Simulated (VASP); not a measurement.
# AlCu (Pm-3m) in VASP: a series of runs

The runs below take AlCu through single point, relaxation of cell and atoms, with PBEsol.

All numbers are computed with VASP 6.6.1; they aren't measurements. Logs are shortened: lines on timing, memory, paths and dates and some standing lists are left out, and cuts for length are marked.

**1. The cell of the first run**

The structure is cubic, space group Pm-3m (No. 221). Conventional cell: a = 2.958 Å, b = 2.958 Å, c = 2.958 Å, α = 90.00°, β = 90.00°, γ = 90.00°. Al (site symmetry m-3m) has 8 Cu at 2.56 Å and 6 Al at 2.96 Å within 3.4 Å. Cu (site symmetry m-3m) has 8 Al at 2.56 Å and 6 Cu at 2.96 Å within 3.4 Å.

**2. Single point, PBEsol**

File INCAR:

```
  PREC = Accurate
  ENCUT = 520
  EDIFF = 1E-6
  ISMEAR = 0
  SIGMA = 0.1
  LREAL = False
  LASPH = True
  NELM = 60
  ALGO = Normal
  ISIF = 2
  LWAVE = False
  LCHARG = False
  GGA = PS
  NBANDS = 14
```

File KPOINTS:

```
Automatic mesh
0
Gamma
  8 8 8
```

File POSCAR:

```
AlCu
1.0
    2.9575871291      0.0000000000      0.0000000000
    0.0000000000      2.9575871291      0.0000000000
    0.0000000000      0.0000000000      2.9575871291
Al Cu
1 1
Direct
    0.0000000000      0.0000000000      0.0000000000
    0.5000000000      0.5000000000      0.5000000000
```

Potentials or basis: VASP PAW PBE potentials, release 64 (Al, Cu).

On the command line:

```sh
cat potpaw_PBE.64/Al/POTCAR potpaw_PBE.64/Cu/POTCAR > POTCAR
mpirun -np 1 vasp_std > vasp.out
```

OUTCAR:

```text
PREC = Accurate
   ENCUT = 520
   EDIFF = 1E-6
   ISMEAR = 0
   LREAL = False
   LASPH = True
   NELM = 60
   ISIF = 2
   GGA = PS

 ion  position               nearest neighbor table
   1  0.000  0.000  0.000-   2 2.56   2 2.56   2 2.56   2 2.56   2 2.56   2 2.56   2 2.56   2 2.56

   2  0.500  0.500  0.500-   1 2.56   1 2.56   1 2.56   1 2.56   1 2.56   1 2.56   1 2.56   1 2.56

  LATTYP: Found a simple cubic cell.
 ALAT       =     2.9575871291

  Lattice vectors:

 A1 = (   2.9575871291,   0.0000000000,   0.0000000000)
 A2 = (   0.0000000000,   2.9575871291,   0.0000000000)
 A3 = (   0.0000000000,   0.0000000000,   2.9575871291)

Analysis of symmetry for initial positions (statically):
=====================================================================
 Subroutine PRICEL returns:
 Original cell was already a primitive cell.

 Routine SETGRP: Setting up the symmetry group for a
 simple cubic supercell.

 Subroutine GETGRP returns: Found 48 space group operations
 (whereof 48 operations were pure point group operations)
 out of a pool of 48 trial point group operations.

The static configuration has the point symmetry O_h .

Analysis of symmetry for dynamics (positions and initial velocities):
=====================================================================
 Subroutine PRICEL returns:
 Original cell was already a primitive cell.

 Routine SETGRP: Setting up the symmetry group for a
 simple cubic supercell.

 Subroutine GETGRP returns: Found 48 space group operations
 (whereof 48 operations were pure point group operations)
 out of a pool of 48 trial point group operations.

The dynamic configuration has the point symmetry O_h .

 Subroutine INISYM returns: Found 48 space group operations
 (whereof 48 operations are pure point group operations),
 and found     1 'primitive' translations

----------------------------------------------------------------------------------------

                                     Primitive cell

  volume of cell :      25.8710

  direct lattice vectors                    reciprocal lattice vectors
     2.957587129  0.000000000  0.000000000     0.338113454  0.000000000  0.000000000
     0.000000000  2.957587129  0.000000000     0.000000000  0.338113454  0.000000000
     0.000000000  0.000000000  2.957587129     0.000000000  0.000000000  0.338113454

  length of vectors
     2.957587129  2.957587129  2.957587129     0.338113454  0.338113454  0.338113454

  position of ions in fractional coordinates (direct lattice)
[... 85 lines left out ...]
   ISIF   =      2    stress and relaxation
   ISYM   =      2    0-nonsym 1-usesym 2-fastsym
   POTIM  = 0.5000    time-step for ionic-motion
   TEBEG  =    0.0;   TEEND  =   0.0 temperature during run
   PSTRESS=    0.0 pullay stress
   NELECT =      14.0000    total number of electrons
   NUPDOWN=      -1.0000    fix difference up-down
   EMIN   =  10.00;   EMAX   =-10.00  energy-range for DOS
   EFERMI =   0.00;   METHOD = LEGACY
   ISMEAR =     0;   SIGMA  =   0.10  broadening in eV -4-tet -1-fermi 0-gaus
   EFERMI_NEDOS =   21; number of points for ismear=-14 and -15
   IALGO  =     38    algorithm
   IMIX   =      4    mixing-type and parameters
     AMIX     =   0.40;   BMIX     =  1.00
     AMIX_MAG =   1.60;   BMIX_MAG =  1.00
  volume/ion in A,a.u.               =      12.94        87.29
  Fermi-wavevector in a.u.,A,eV,Ry     =   1.334074  2.521035 24.215020  1.779754
  Thomas-Fermi vector in A             =   2.462884
   LORBIT       =      0    0 simple, 1 ext, 2 COOP (PROOUT), +10 PAW based schemes
   GGA     = PS    functional components
   LHFCALC =     F    Hartree Fock is set to
   AEXX    =    0.0000 exact exchange contribution
   IVDW    =     0    specifies the selected vdW correction
   LEPSILON=     F    determine dielectric tensor
   LRPA    =     F    only Hartree local field effects (RPA)
 non-spin polarized calculation
 Gauss-broadening in eV      SIGMA  =   0.10
  energy-cutoff  :      520.00
  volume of cell :       25.87
 maximum number of plane-waves:       739
 NGX is ok and might be reduce to    24
   NGX = 11   NGY = 11   NGZ = 11

 number of electron      14.0000016 magnetization

 Free energy of the ion-electron system (eV)
  ---------------------------------------------------
  ext. energy  EPLUGINS =         0.00000000
  ---------------------------------------------------
  free energy    TOTEN  =        -8.71758087 eV

  energy without entropy =       -8.71494506  energy(sigma->0) =       -8.71626296

 E-fermi :   9.3899     XC(G=0): -11.7988

 val. band max:        9.3482836631   @ k =   0.3750   0.3750   0.1250
 cond. band min:       9.4449386383   @ k =   0.5000   0.5000   0.0000
 fundamental gap:      0.0966549752
 Fermi energy:         9.3899248043

 k-point     1 :       0.0000    0.0000    0.0000
  band No.  band energies     occupation
      1      -2.3370      2.00000
      2       4.3623      2.00000
      3       4.3623      2.00000
      4       5.4434      2.00000
      5       5.4434      2.00000
      6       5.4434      2.00000
      7      13.3994      0.00000
      8      13.3994      0.00000
      9      13.3994      0.00000
     10      15.8450      0.00000
     11      15.8450      0.00000
     12      20.0519      0.00000
     13      28.2226      0.00000
     14      28.2226      0.00000
[... 377 lines left out ...]
      1       2.8654      2.00000
      2       3.9293      2.00000
      3       4.6307      2.00000
      4       4.8609      2.00000
      5       5.4034      2.00000
      6       5.9768      2.00000
      7       6.2917      2.00000
      8      10.0323      0.00000
      9      10.4749      0.00000
     10      17.1070      0.00000
     11      18.0263      0.00000
     12      20.5102      0.00000
     13      22.8697      0.00000
     14      24.6166      0.00000

 [... further k-points ...]
[... 5 lines left out ...]
  --------------------------------------------------------------------------------------
  -------------------------------------------------------------------------------------
  Total        0.1078617      0.1078617      0.1078617     -0.0000000      0.0000000     -0.0000000
  in kB        6.6798238      6.6798238      6.6798238     -0.0000000      0.0000000     -0.0000000
  external PRESSURE =       6.6798238 kB  Pullay stress =       0.0000000 kB

 VOLUME and BASIS-vectors are now :
 -----------------------------------------------------------------------------
  energy-cutoff  :      520.00
  volume of cell :       25.87
      direct lattice vectors                 reciprocal lattice vectors
     2.957587129  0.000000000  0.000000000     0.338113454  0.000000000  0.000000000
     0.000000000  2.957587129  0.000000000     0.000000000  0.338113454  0.000000000
     0.000000000  0.000000000  2.957587129     0.000000000  0.000000000  0.338113454

 POSITION                                       TOTAL-FORCE (eV/Angst)
 -----------------------------------------------------------------------------------
      0.00000      0.00000      0.00000         0.000000      0.000000      0.000000
      1.47879      1.47879      1.47879         0.000000      0.000000      0.000000
 -----------------------------------------------------------------------------------
    total drift:                                0.000000      0.000000     -0.000000

  FREE ENERGIE OF THE ION-ELECTRON SYSTEM (eV)
  ---------------------------------------------------
  free  energy   TOTEN  =        -8.7175808732 eV

  energy  without entropy=       -8.7149450553  energy(sigma->0) =       -8.71626296
```

OSZICAR:

```text
N       E                     dE             d eps       ncg     rms          rms(c)
DAV:   1     0.520101452760E+02    0.52010E+02   -0.59723E+03  1034   0.125E+03
DAV:   2    -0.866261658865E+01   -0.60673E+02   -0.54601E+02  1004   0.209E+02
DAV:   3    -0.108415475778E+02   -0.21789E+01   -0.21047E+01  1262   0.442E+01
DAV:   4    -0.108780328098E+02   -0.36485E-01   -0.36469E-01  1184   0.482E+00
DAV:   5    -0.108792867085E+02   -0.12539E-02   -0.12539E-02  1490   0.935E-01    0.130E+01
DAV:   6    -0.115574630240E+02   -0.67818E+00   -0.44966E+01  1130   0.166E+02    0.102E+01
DAV:   7    -0.878227437076E+01    0.27752E+01   -0.84298E+00  1196   0.760E+01    0.134E+00
DAV:   8    -0.873756475465E+01    0.44710E-01   -0.57579E-01  1374   0.174E+01    0.111E+00
DAV:   9    -0.871767604088E+01    0.19889E-01   -0.63169E-02  1384   0.559E+00    0.971E-02
DAV:  10    -0.871762343774E+01    0.52603E-04   -0.11462E-03  1456   0.383E-01    0.481E-02
DAV:  11    -0.871758194446E+01    0.41493E-04   -0.26595E-04  1370   0.404E-01    0.100E-02
DAV:  12    -0.871758087188E+01    0.10726E-05   -0.12278E-05  1470   0.550E-02    0.730E-03
DAV:  13    -0.871758087321E+01   -0.13326E-08   -0.87581E-08   634   0.256E-03
   1 F= -.87175809E+01 E0= -.87162630E+01  d E =-.263582E-02
```

stdout:

```text
POSCAR found type information on POSCAR AlCu
 POSCAR found :  2 types and       2 ions
 scaLAPACK will be used
 -----------------------------------------------------------------------------
|                                                                             |
|                                                                             |
|     You enforced a specific xc type in the INCAR file but a different       |
|     I HOPE YOU KNOW WHAT YOU ARE DOING!                                     |
|                                                                             |
 -----------------------------------------------------------------------------

 LDA part: xc-table for (Slater+PW92), standard interpolation
 POSCAR, INCAR and KPOINTS ok, starting setup
 FFT: planning ... GRIDC
 FFT: planning ... GRID_SOFT
 FFT: planning ... GRID
 WAVECAR not read
 entering main loop
```

Wall time 4.3 s (1 thread of Intel Xeon 6975P-C (Granite Rapids), shared host); peak memory 0.14 GiB.

What came out:

- Free energy: -8.7176 eV
- Pressure: 0.7 GPa
- Band gap on the k mesh: zero (band 7 reaches 13.40 eV, above the bottom of band 8 at 8.61 eV)

Levels at points of the mesh, in eV from the Fermi level:
```tsv
k point	band 5	band 6	band 7	band 8	band 9	band 10
(0.00, 0.00, 0.00)	-3.95	-3.95	4.01	4.01	4.01	6.46
(0.50, 0.00, 0.00)	-4.41	-3.89	-3.16	7.31	8.26	8.26
(0.50, 0.50, 0.00)	-3.79	-3.79	-3.54	-0.78	0.05	10.57
(0.50, 0.50, 0.50)	-3.52	0.73	0.73	0.73	2.19	2.36
```

Caveat: the PAW data sets were made with another functional, which shifts forces and pressure a little.

**3. Relaxation of cell and atoms, PBEsol**

This run uses another cell than the first one, of 13.47 Å³/atom, 1.041 times its volume.

File INCAR:

```
  PREC = Accurate
  ENCUT = 600
  EDIFF = 1E-6
  ISMEAR = 0
  SIGMA = 0.1
  LREAL = F
  LASPH = T
  NELM = 60
  ALGO = Normal
  ISIF = 3
  LWAVE = F
  LCHARG = F
  GGA = PS
  IBRION = 2
  NSW = 80
  EDIFFG = -0.01
```

File KPOINTS:

```
regular mesh
0
Gamma
  8 8 8
```

File POSCAR:

```
AlCu
1.0
    2.9975090000      0.0000000000      0.0000000000
    0.0000000000      2.9975090000      0.0000000000
    0.0000000000      0.0000000000      2.9975090000
Al Cu
1 1
Direct
    0.0000000000      0.0000000000      0.0000000000
    0.5000000000      0.5000000000      0.5000000000
```

Potentials or basis: VASP PAW PBE potentials, release 64 (Al, Cu).

On the command line:

```sh
cat potpaw_PBE.64/Al/POTCAR potpaw_PBE.64/Cu/POTCAR > POTCAR
mpirun -np 1 vasp_std > vasp.out
```

Wall time 8.4 s (1 thread of Intel Xeon 6975P-C (Granite Rapids), shared host); peak memory 0.14 GiB.

Results (log left out):

- Free energy: -8.7181 eV
- Relaxed volume: 12.97 Å³/atom
- Relaxed cell: a = 2.960 Å, b = 2.960 Å, c = 2.960 Å, α = 90.00°, β = 90.00°, γ = 90.00°
- Space group after relaxing (to 0.05 Å): Pm-3m (No. 221)
- Energy gained by relaxing: 7.1 meV/atom
- Ionic steps: 3
- Pressure after relaxing: 0.0 GPa
- Band gap on the k mesh: zero (band 7 reaches 13.36 eV, above the bottom of band 8 at 8.57 eV)

The path:
| step | energy change (eV) | largest force (eV/Å) | pressure (GPa) | volume (Å³) |
| --- | --- | --- | --- | --- |
| 1 | 0.0000 | 0.0000 | -4.33 | 26.93 |
| 2 | -0.0115 | 0.0000 | 2.16 | 25.54 |
| 3 | -0.0142 | 0.0000 | 0.04 | 25.94 |

Final structure:
```cif
data_structure
_symmetry_space_group_name_H-M 'P 1'
_symmetry_Int_Tables_number 1
_cell_length_a 2.9602
_cell_length_b 2.9602
_cell_length_c 2.9602
_cell_angle_alpha 90.000
_cell_angle_beta 90.000
_cell_angle_gamma 90.000
_cell_volume 25.94
loop_
_atom_site_label
_atom_site_type_symbol
_atom_site_fract_x
_atom_site_fract_y
_atom_site_fract_z
_atom_site_occupancy
Al1 Al 0.00000 0.00000 0.00000 1
Cu1 Cu 0.50000 0.50000 0.50000 1
```

Levels at points of the mesh, in eV from the Fermi level:
```
           k point  band 3  band 4  band 5  band 6  band 7  band 8  band 9  band 10  band 11
(0.00, 0.00, 0.00)   -5.01   -3.93   -3.93   -3.93    4.01    4.01    4.01     6.45     6.45
(0.50, 0.00, 0.00)   -4.72   -4.39   -4.39   -3.88   -3.15    7.31    8.26     8.26     8.87
(0.50, 0.50, 0.00)   -4.28   -4.28   -3.77   -3.77   -3.53   -0.78    0.05    10.55    13.14
(0.50, 0.50, 0.50)   -5.56   -3.51   -3.51    0.74    0.74    0.74    2.18     2.36     2.36
```

Caveat: the PAW data sets were made with another functional, which shifts forces and pressure a little.
